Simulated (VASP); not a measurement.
# BaTiO3 (P4mm) in VASP: single point with PBEsol

Aim: the single point of BaTiO3 with PBEsol.

Program: VASP 6.6.1. These are calculated values, not measurements. Logs are shortened: lines on timing, memory, paths and dates and some standing lists are left out, and cuts for length are marked.

## (1) The cell of the first run

It takes space group P4mm (No. 99, tetragonal). The conventional cell has a = 3.956 Å, b = 3.956 Å, c = 4.044 Å, α = 90.00°, β = 90.00°, γ = 90.00°. Within 3.7 Å of Ba (site symmetry 4mm) lie 12 O at 2.77 to 2.88 Å and 8 Ti at 3.42 to 3.49 Å. Ti (site symmetry 4mm) has 6 O at 1.84 to 2.20 Å within 2.4 Å. O (site symmetry 4mm) has 2 Ti at 1.84 to 2.20 Å within 2.4 Å. O (site symmetry 2mm) has 2 Ti at 1.98 Å within 2.6 Å.

## (2) Single point, PBEsol

INCAR reads:

```
PREC = Accurate ; ENCUT = 910
EDIFF = 1E-6 ; ISMEAR = 0
SIGMA = 0.01 ; LREAL = False
LASPH = True ; NELM = 120
ALGO = Normal ; ISIF = 2
LWAVE = False ; LCHARG = False
GGA = PS ; NBANDS = 28
GGA_COMPAT = False
```

KPOINTS reads:

```
regular mesh
0
Gamma
  6 6 6
```

POSCAR reads:

```
BaTiO3
1.0
    3.9556391154      0.0000000000      0.0000000000
    0.0000000000      3.9556391154      0.0000000000
    0.0000000000      0.0000000000      4.0437619379
Ba Ti O
1 1 3
Direct
    0.0000000000      0.0000000000     -0.0019236587
    0.5000000000      0.5000000000      0.4828712926
    0.5000000000      0.5000000000      0.0278128359
    0.5000000000      0.0000000000      0.5171197651
    0.0000000000      0.5000000000      0.5171197651
```

Potentials or basis: VASP PAW PBE potentials, release 64 (Ba_sv, Ti_sv, O_h).

Command:

```sh
$ cat potpaw_PBE.64/Ba_sv/POTCAR potpaw_PBE.64/Ti_sv/POTCAR potpaw_PBE.64/O_h/POTCAR > POTCAR
$ mpirun -np 1 vasp_std > vasp.out
```

OUTCAR:

```text
PREC = Accurate
   ENCUT = 910
   EDIFF = 1E-6
   ISMEAR = 0
   LREAL = False
   LASPH = True
   NELM = 120
   ISIF = 2
   GGA = PS

 ion  position               nearest neighbor table
   1  0.000  0.000  0.998-   4 2.77   5 2.77   5 2.77   4 2.77   3 2.80   3 2.80   3 2.80   3 2.80
                             4 2.88   5 2.88   5 2.88   4 2.88   2 3.42   2 3.42   2 3.42   2 3.42
   2  0.500  0.500  0.483-   3 1.84   4 1.98   5 1.98   4 1.98   5 1.98   3 2.20   1 3.42   1 3.42
                             1 3.42   1 3.42   1 3.49   1 3.49   1 3.49   1 3.49
   3  0.500  0.500  0.028-   2 1.84   2 2.20   1 2.80   1 2.80   1 2.80   1 2.80
   4  0.500  0.000  0.517-   2 1.98   2 1.98   1 2.77   1 2.77   1 2.88   1 2.88
   5  0.000  0.500  0.517-   2 1.98   2 1.98   1 2.77   1 2.77   1 2.88   1 2.88

  LATTYP: Found a simple tetragonal cell.
 ALAT       =     3.9556391154
 C/A-ratio  =     1.0222777710

  Lattice vectors:

 A1 = (   3.9556391154,   0.0000000000,   0.0000000000)
 A2 = (   0.0000000000,   3.9556391154,   0.0000000000)
 A3 = (   0.0000000000,   0.0000000000,   4.0437619379)

Analysis of symmetry for initial positions (statically):
=====================================================================
 Subroutine PRICEL returns:
 Original cell was already a primitive cell.

 Routine SETGRP: Setting up the symmetry group for a
 simple tetragonal supercell.

 Subroutine GETGRP returns: Found  8 space group operations
 (whereof  8 operations were pure point group operations)
 out of a pool of 16 trial point group operations.

The static configuration has the point symmetry C_4v.

Analysis of symmetry for dynamics (positions and initial velocities):
=====================================================================
 Subroutine PRICEL returns:
 Original cell was already a primitive cell.

 Routine SETGRP: Setting up the symmetry group for a
 simple tetragonal supercell.

 Subroutine GETGRP returns: Found  8 space group operations
 (whereof  8 operations were pure point group operations)
 out of a pool of 16 trial point group operations.

The dynamic configuration has the point symmetry C_4v.

 Subroutine INISYM returns: Found  8 space group operations
 (whereof  8 operations are pure point group operations),
 and found     1 'primitive' translations

----------------------------------------------------------------------------------------

                                     Primitive cell

  volume of cell :      63.2731

  direct lattice vectors                    reciprocal lattice vectors
     3.955639115  0.000000000  0.000000000     0.252803648  0.000000000  0.000000000
     0.000000000  3.955639115  0.000000000     0.000000000  0.252803648  0.000000000
     0.000000000  0.000000000  4.043761938     0.000000000  0.000000000  0.247294479

  length of vectors
     3.955639115  3.955639115  4.043761938     0.252803648  0.252803648  0.247294479

  position of ions in fractional coordinates (direct lattice)
     0.000000000  0.000000000  0.998076341
     0.500000000  0.500000000  0.482871293
     0.500000000  0.500000000  0.027812836
     0.500000000  0.000000000  0.517119765
     0.000000000  0.500000000  0.517119765

  ion indices of the primitive-cell ions
   primitive index   ion index
                 1           1
                 2           2
                 3           3
                 4           4
                 5           5

----------------------------------------------------------------------------------------

 KPOINTS: regular mesh

Automatic generation of k-mesh.
 Grid dimensions read from file:
 generate k-points for:    6    6    6

 Generating k-lattice:

  Cartesian coordinates                     Fractional coordinates (reciprocal lattice)
     0.042133941  0.000000000  0.000000000     0.166666667  0.000000000  0.000000000
     0.000000000  0.042133941  0.000000000     0.000000000  0.166666667  0.000000000
     0.000000000  0.000000000  0.041215746     0.000000000  0.000000000  0.166666667

  Length of vectors
     0.042133941  0.042133941  0.041215746

  Shift w.r.t. Gamma in fractional coordinates (k-lattice)
     0.000000000  0.000000000  0.000000000

 Subroutine IBZKPT returns following result:
 ===========================================

 Found     40 irreducible k-points:

 Following reciprocal coordinates:
            Coordinates               Weight
  0.000000  0.000000  0.000000      1.000000
  0.166667  0.000000  0.000000      4.000000
  0.333333  0.000000  0.000000      4.000000
  0.500000  0.000000  0.000000      2.000000
  0.166667  0.166667  0.000000      4.000000
  0.333333  0.166667  0.000000      8.000000
[... 16 lines left out ...]
  0.333333  0.000000  0.333333      8.000000
  0.500000  0.000000  0.333333      4.000000
 [... further k-points ...]
   k-points           NKPTS =     40   k-points in BZ     NKDIM =     40   number of bands    NBANDS=     28
   number of dos      NEDOS =    301   number of ions     NIONS =      5
   total plane-waves  NPLWV =  64000
   dimension x,y,z NGX =    40 NGY =   40 NGZ =   40
   dimension x,y,z NGXF=    80 NGYF=   80 NGZF=   80
   ions per type =               1   1   3
   NGX,Y,Z   is equivalent  to a cutoff of  16.81, 16.81, 16.44 a.u.
   NGXF,Y,Z  is equivalent  to a cutoff of  33.62, 33.62, 32.89 a.u.
 SYSTEM =  unknown system
   PREC   = accura    normal or accurate (medium, high low for compatibility)
   ISTART =      0    job   : 0-new  1-cont  2-samecut
   ICHARG =      2    charge: 1-file 2-atom 10-const
   ISPIN  =      1    spin polarized calculation?
   LNONCOLLINEAR =      F non collinear calculations
   LSORBIT =      F    spin-orbit coupling
   LASPH  =      T    aspherical Exc in radial PAW
   ENCUT  =  910.0 eV  66.88 Ry    8.18 a.u.   9.73  9.73  9.95*2*pi/ulx,y,z
   NELM   =    120;   NELMIN=  2; NELMDL= -5     # of ELM steps
   EDIFF  = 0.1E-05   stopping-criterion for ELM
   LREAL  =      F    real-space projection
   EDIFFG = 0.1E-04   stopping-criterion for IOM
   NSW    =      0    number of steps for IOM
   IBRION =     -1    ionic relax: 0-MD 1-quasi-New 2-CG
   NFREE  =      0    steps in history (QN), initial steepest desc. (CG)
   ISIF   =      2    stress and relaxation
   ISYM   =      2    0-nonsym 1-usesym 2-fastsym
   POTIM  = 0.5000    time-step for ionic-motion
   TEBEG  =    0.0;   TEEND  =   0.0 temperature during run
   PSTRESS=    0.0 pullay stress
   NELECT =      40.0000    total number of electrons
   NUPDOWN=      -1.0000    fix difference up-down
   EMIN   =  10.00;   EMAX   =-10.00  energy-range for DOS
   EFERMI =   0.00;   METHOD = LEGACY
   ISMEAR =     0;   SIGMA  =   0.01  broadening in eV -4-tet -1-fermi 0-gaus
   EFERMI_NEDOS =   21; number of points for ismear=-14 and -15
   IALGO  =     38    algorithm
   IMIX   =      4    mixing-type and parameters
     AMIX     =   0.40;   BMIX     =  1.00
     AMIX_MAG =   1.60;   BMIX_MAG =  1.00
  volume/ion in A,a.u.               =      12.65        85.40
  Fermi-wavevector in a.u.,A,eV,Ry     =   1.405039  2.655140 26.859750  1.974136
  Thomas-Fermi vector in A             =   2.527541
   LORBIT       =      0    0 simple, 1 ext, 2 COOP (PROOUT), +10 PAW based schemes
   GGA     = PS    functional components
   LHFCALC =     F    Hartree Fock is set to
   AEXX    =    0.0000 exact exchange contribution
   IVDW    =     0    specifies the selected vdW correction
   LEPSILON=     F    determine dielectric tensor
   LRPA    =     F    only Hartree local field effects (RPA)
 non-spin polarized calculation
 Gauss-broadening in eV      SIGMA  =   0.01
  energy-cutoff  :      910.00
  volume of cell :       63.27
 maximum number of plane-waves:      3980
 NGX is ok and might be reduce to    40
   NGX = 19   NGY = 19   NGZ = 19

 number of electron      40.0000006 magnetization

 Free energy of the ion-electron system (eV)
  ---------------------------------------------------
  ext. energy  EPLUGINS =         0.00000000
  ---------------------------------------------------
  free energy    TOTEN  =       -42.01970003 eV

  energy without entropy =      -42.01970003  energy(sigma->0) =      -42.01970003

 E-fermi :   4.3732     XC(G=0): -11.5813

 val. band max:        4.2549709958   @ k =   0.5000   0.5000   0.5000
 cond. band min:       6.0427134701   @ k =   0.0000   0.0000   0.0000
 fundamental gap:      1.7877424743
 Fermi energy:         4.3731662123

 k-point     1 :       0.0000    0.0000    0.0000
  band No.  band energies     occupation
      1     -51.9785      2.00000
      2     -28.3857      2.00000
      3     -28.3137      2.00000
      4     -28.3137      2.00000
      5     -20.5987      2.00000
      6     -12.6849      2.00000
[... 20 lines left out ...]
     27       9.2122      0.00000
     28      11.4473      0.00000

 k-point     2 :       0.1667    0.0000    0.0000
  band No.  band energies     occupation
      1     -51.9782      2.00000
      2     -28.3851      2.00000
      3     -28.3296      2.00000
      4     -28.3131      2.00000
      5     -20.5647      2.00000
      6     -12.7140      2.00000
[... 20 lines left out ...]
     27       9.7513      0.00000
     28      12.1199      0.00000

 k-point     3 :       0.3333    0.0000    0.0000
  band No.  band energies     occupation
      1     -51.9776      2.00000
      2     -28.3838      2.00000
      3     -28.3611      2.00000
      4     -28.3119      2.00000
      5     -20.4950      2.00000
      6     -12.8629      2.00000
[... 20 lines left out ...]
     27      10.9658      0.00000
     28      12.4360      0.00000

 k-point     4 :       0.5000    0.0000    0.0000
  band No.  band energies     occupation
      1     -51.9772      2.00000
      2     -28.3831      2.00000
      3     -28.3768      2.00000
      4     -28.3113      2.00000
      5     -20.4593      2.00000
      6     -12.9593      2.00000
[... 578 lines left out ...]
     27      11.4214      0.00000
     28      12.9061      0.00000

 k-point    23 :       0.3333    0.0000    0.3333
  band No.  band energies     occupation
      1     -51.9769      2.00000
      2     -28.4199      2.00000
      3     -28.3587      2.00000
      4     -28.3105      2.00000
      5     -20.4326      2.00000
      6     -12.5695      2.00000
[... 20 lines left out ...]
     27      12.5346      0.00000
     28      12.8628      0.00000

 k-point    24 :       0.5000    0.0000    0.3333
  band No.  band energies     occupation
      1     -51.9766      2.00000
      2     -28.4188      2.00000
      3     -28.3740      2.00000
      4     -28.3099      2.00000
      5     -20.4062      2.00000
      6     -12.5318      2.00000
[... 20 lines left out ...]
     27      12.3483      0.00000
     28      13.6492      0.00000

 [... further k-points ...]

------------------------ aborting loop because EDIFF is reached ----------------------------------------

  FORCE on cell =-STRESS in cart. coord.  units (eV):
  Direction    XX          YY          ZZ          XY          YZ          ZX
  --------------------------------------------------------------------------------------
  -------------------------------------------------------------------------------------
  Total        0.6299972      0.6299972      0.6374823      0.0000000      0.0000000      0.0000000
  in kB       15.9525569     15.9525569     16.1420908      0.0000000      0.0000000      0.0000000
  external PRESSURE =      16.0157349 kB  Pullay stress =       0.0000000 kB

 VOLUME and BASIS-vectors are now :
 -----------------------------------------------------------------------------
  energy-cutoff  :      910.00
  volume of cell :       63.27
      direct lattice vectors                 reciprocal lattice vectors
     3.955639115  0.000000000  0.000000000     0.252803648  0.000000000  0.000000000
     0.000000000  3.955639115  0.000000000     0.000000000  0.252803648  0.000000000
     0.000000000  0.000000000  4.043761938     0.000000000  0.000000000  0.247294479

 POSITION                                       TOTAL-FORCE (eV/Angst)
 -----------------------------------------------------------------------------------
      0.00000      0.00000      4.03598         0.000000      0.000000      0.037832
      1.97782      1.97782      1.95262         0.000000      0.000000      0.021989
      1.97782      1.97782      0.11247        -0.000000     -0.000000     -0.026605
      1.97782      0.00000      2.09111         0.000000      0.000000     -0.016608
      0.00000      1.97782      2.09111         0.000000      0.000000     -0.016608
 -----------------------------------------------------------------------------------
    total drift:                                0.000000      0.000000     -0.000675

  FREE ENERGIE OF THE ION-ELECTRON SYSTEM (eV)
  ---------------------------------------------------
  free  energy   TOTEN  =       -42.0197000262 eV

  energy  without entropy=      -42.0197000262  energy(sigma->0) =      -42.01970003
```

Run time: 73 s. Hardware: 1 thread of AMD EPYC 9R45 (Zen 5), shared host; peak memory 0.32 GiB.

Results:

- Free energy: -42.0197 eV
- Pressure: 1.6 GPa
- Largest force: 0.038 eV/Å
- Band gap on the k mesh: 1.79 eV (least direct gap 2.19 eV)

Forces on the atoms (eV/Å):
```
Ba   0.000  0.000  0.038
Ti   0.000  0.000  0.022
O    0.000  0.000 -0.027
O    0.000  0.000 -0.017
O    0.000  0.000 -0.017
```

Caveat: the cutoff is under 1.25 times the usual one of these potentials, so pressure, stress and relaxed cells hold a basis-set (Pulay) error; the PAW data sets were made with another functional, which shifts forces and pressure a little; spin-orbit coupling is left out, which moves the levels of the heavy elements. A hybrid or GW would open this gap; PBEsol tends to underestimate it.
